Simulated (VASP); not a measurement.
Set up this calculation in VASP 6.6.1, as the native input.

```
Task                   : relaxation of cell and atoms
Functional             : PBEsol
Potentials or basis    : VASP PAW PBE potentials, release 64 (Zr_sv)
Cutoff                 : 600 eV
k mesh                 : 6 × 6 × 4
Occupations            : gaussian, width 0.1 eV
Spin                   : no spin polarisation
Dipole correction      : no
Further INCAR settings : ALGO = Normal; EDIFF = 1e-06; IBRION = 2; EDIFFG = -0.04; NSW = 90; ISIF = 3
```

The structure of Zr lies in POSCAR:

```
Zr
1.0
    4.9523930646      0.0000000000      0.0000000000
   -2.4761965323      4.2888982035      0.0000000000
    0.0000000000      0.0000000000      4.8083681256
Zr
4
Direct
    0.0000000000      0.0000000000      0.2500000000
    0.0000000000      0.0000000000      0.7500000000
    0.3333333333      0.6666666667      0.7500000000
    0.6666666667      0.3333333333      0.2500000000
```

These files were run (other wordings do the same):

INCAR

```
PREC = Accurate
ENCUT = 600
EDIFF = 1E-6
ISMEAR = 0
SIGMA = 0.1
LREAL = False
LASPH = True
NELM = 60
ALGO = Normal
ISIF = 3
LWAVE = False
LCHARG = False
GGA = PS
IBRION = 2
NSW = 90
EDIFFG = -0.04
```

KPOINTS

```
regular mesh
0
Gamma
  6 6 4
```

Potentials or basis: VASP PAW PBE potentials, release 64 (Zr_sv).

The run is started by

```console
$ cat potpaw_PBE.64/Zr_sv/POTCAR > POTCAR
$ mpirun -np 1 vasp_std > vasp.out
```

It gave:

```json
{
  "Relaxed volume": "25.63 Å³/atom",
  "Relaxed cell": "a = 4.899 Å, b = 4.899 Å, c = 4.934 Å, α = 90.00°, β = 90.00°, γ = 120.00°",
  "Space group after relaxing (to 0.1 Å)": "P6_3/mmc (No. 194)",
  "Energy gained by relaxing": "12.5 meV/atom",
  "Ionic steps": "4",
  "Pressure after relaxing": "0.1 GPa",
  "Band gap on the k mesh": "zero (bands 24 and 25 overlap by 1.03 eV)"
}
```

Caveat: the PAW data sets were made with another functional, which shifts forces and pressure a little.

Run time: 5.9 min on 1 thread of Intel Xeon 8259CL, with other jobs on the host, peak memory 0.27 GiB.
